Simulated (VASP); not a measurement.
# Ta in VASP: further runs, part 2 of 2

VASP 6.6.1.

## 4. Single point, r2SCAN (strain -0.050 along x and y, -0.025 along z)

POSCAR reads:

```
Ta
1.0
   -1.5687160000      1.5687160000      1.6099980000
    1.5687160000     -1.5687160000      1.6099980000
    1.5687160000      1.5687160000     -1.6099980000
Ta
1
Direct
    0.0000000000      0.0000000000      0.0000000000
```

INCAR.step1 reads:

```
ALGO = Normal
EDIFF = 1E-4
ENCUT = 520
GGA = PE
ISMEAR = 0
LASPH = True
LCHARG = False
LREAL = False
LWAVE = True
NBANDS = 12
NELM = 60
PREC = Accurate
SIGMA = 0.15
```

INCAR.step2 reads:

```
ALGO = Normal
EDIFF = 1E-7
ENCUT = 520
ISIF = 2
ISMEAR = 0
ISTART = 1
LASPH = True
LCHARG = False
LMIXTAU = True
LREAL = False
LWAVE = False
METAGGA = R2SCAN
NBANDS = 12
NELM = 60
PREC = Accurate
SIGMA = 0.15
```

KPOINTS reads:

```
k-points
0
Gamma
  20 20 20
```

Potentials or basis: VASP PAW PBE potentials, release 64 (Ta_pv).

Run with:

```console
$ cat potpaw_PBE.64/Ta_pv/POTCAR > POTCAR
$ cp INCAR.step1 INCAR
$ mpirun -np 1 vasp_std > vasp.out
$ cp INCAR.step2 INCAR
$ mpirun -np 1 vasp_std > vasp.out
```

OUTCAR:

```text
EDIFF = 1E-7
   ENCUT = 520
   ISIF = 2
   ISMEAR = 0
   ISTART = 1
   LASPH = True
   LREAL = False
   METAGGA = R2SCAN
   NELM = 60
   PREC = Accurate

 ion  position               nearest neighbor table
   1  0.000  0.000  0.000-

  LATTYP: Found a body centered tetragonal cell.
 ALAT       =     3.1374320000
 C/A-ratio  =     1.0263157895

  Lattice vectors:

 A1 = (  -1.5687160000,   1.5687160000,   1.6099980000)
 A2 = (   1.5687160000,  -1.5687160000,   1.6099980000)
 A3 = (   1.5687160000,   1.5687160000,  -1.6099980000)

Analysis of symmetry for initial positions (statically):
=====================================================================
 Subroutine PRICEL returns:
 Original cell was already a primitive cell.

 Routine SETGRP: Setting up the symmetry group for a
 body centered tetragonal supercell.

 Subroutine GETGRP returns: Found 16 space group operations
 (whereof 16 operations were pure point group operations)
 out of a pool of 16 trial point group operations.

[... 167 lines left out ...]
 k-point     1 :       0.0000    0.0000    0.0000
  band No.  band energies     occupation
      1     -27.2771      2.00000
      2     -27.2721      2.00000
      3     -27.2721      2.00000
      4      -2.3835      2.00000
      5       7.0971      0.00000
      6       7.0971      0.00000
      7       7.5017      0.00000
      8      10.8943      0.00000
      9      11.4575      0.00000
     10      19.1256      0.00000
     11      22.4527      0.00000
     12      23.0057      0.00000
[... 331 lines left out ...]
 k-point    24 :      -0.3500    0.0500    0.0000
  band No.  band energies     occupation
      1     -28.6686      2.00000
      2     -27.6955      2.00000
      3     -27.3028      2.00000
      4       1.1605      2.00000
      5       5.1550      2.00000
      6       6.3089      1.60899
      7      10.5515      0.00000
      8      11.9161      0.00000
      9      12.4869      0.00000
     10      19.1256      0.00000
     11      21.9937      0.00000
     12      23.8208      0.00000

 [... further k-points ...]

------------------------ aborting loop because EDIFF is reached ----------------------------------------

  FORCE on cell =-STRESS in cart. coord.  units (eV):
  Direction    XX          YY          ZZ          XY          YZ          ZX
  --------------------------------------------------------------------------------------
  -------------------------------------------------------------------------------------
  Total        3.5825592      3.5825592      3.1564343      0.0000000     -0.0000000      0.0000000
  in kB      362.1846013    362.1846013    319.1048132      0.0000000     -0.0000000      0.0000000
  external PRESSURE =     347.8246720 kB  Pullay stress =       0.0000000 kB

 VOLUME and BASIS-vectors are now :
 -----------------------------------------------------------------------------
  energy-cutoff  :      520.00
  volume of cell :       15.85
      direct lattice vectors                 reciprocal lattice vectors
    -1.568716000  1.568716000  1.609998000     0.000000000  0.318732008  0.310559392
     1.568716000 -1.568716000  1.609998000     0.318732008  0.000000000  0.310559392
     1.568716000  1.568716000 -1.609998000     0.318732008  0.318732008  0.000000000

 POSITION                                       TOTAL-FORCE (eV/Angst)
 -----------------------------------------------------------------------------------
      0.00000      0.00000      0.00000         0.000000      0.000000     -0.000000
 -----------------------------------------------------------------------------------
    total drift:                                0.000000     -0.000000      0.000000

  FREE ENERGIE OF THE ION-ELECTRON SYSTEM (eV)
  ---------------------------------------------------
  free  energy   TOTEN  =       -48.3613136135 eV

  energy  without entropy=      -48.3487944725  energy(sigma->0) =      -48.35505404
```

Wall time 2.9 min (1 thread of Intel Xeon 6975P-C (Granite Rapids), shared host); peak memory 0.22 GiB.

Results:

```
Free energy            : -48.3613 eV
Pressure               : 34.8 GPa
Band gap on the k mesh : zero (an odd number of electrons rules out a gap without spin polarisation)
```

Stress tensor (GPa, compression positive):
```
36.22  0.00  0.00
 0.00 36.22  0.00
 0.00  0.00 31.91
```

Levels at points of the mesh, in eV from the Fermi level:
| k point | band 2 | band 3 | band 4 | band 5 | band 6 | band 7 | band 8 | band 9 |
| --- | --- | --- | --- | --- | --- | --- | --- | --- |
| (0.00, 0.00, 0.00) | -33.67 | -33.67 | -8.78 | 0.70 | 0.70 | 1.10 | 4.49 | 5.06 |
| (0.50, 0.00, 0.00) | -34.24 | -33.68 | -5.19 | -1.86 | 2.14 | 4.53 | 5.96 | 9.40 |
| (0.50, 0.50, 0.00) | -34.28 | -33.72 | -5.19 | -2.27 | 2.38 | 5.14 | 6.17 | 9.50 |
| (0.50, 0.50, 0.50) | -34.90 | -34.90 | -4.87 | -4.78 | 8.16 | 8.27 | 8.27 | 9.89 |

Caveat: the cell differs from its parent crystal (strain -0.050 along x and y, -0.025 along z); the cell stands under pressure; the PAW data sets were made with another functional, which shifts forces and pressure a little; spin-orbit coupling is left out, which moves the levels of the heavy elements.

## 5. Summary

```csv
cell,gap on the mesh (eV),pressure (GPa)
"a = 2.932 Å, angles 109.5°, 1 atom",none,-12.3
"a = 3.003 Å, angles 109.5°, 1 atom",none,-22.0
"a = 2.741 Å, angles 110.2, 110.2, 108.1°, 1 atom",none,34.8
```

Alike in all rows: task single point; level r2SCAN; potentials or basis VASP PAW PBE potentials, release 64 (Ta_pv); no spin polarisation; k mesh 20 × 20 × 20; cutoff (eV) 520; smearing gaussian 0.15 eV.

Caveats: the PAW data sets were made with another functional, which shifts forces and pressure a little; spin-orbit coupling is left out, which moves the levels of the heavy elements; the cell stands under tension (at least some runs); the cell stands under pressure (at least some runs).

Total energies depend on the potentials used, so only differences within one code and one set of settings carry meaning.
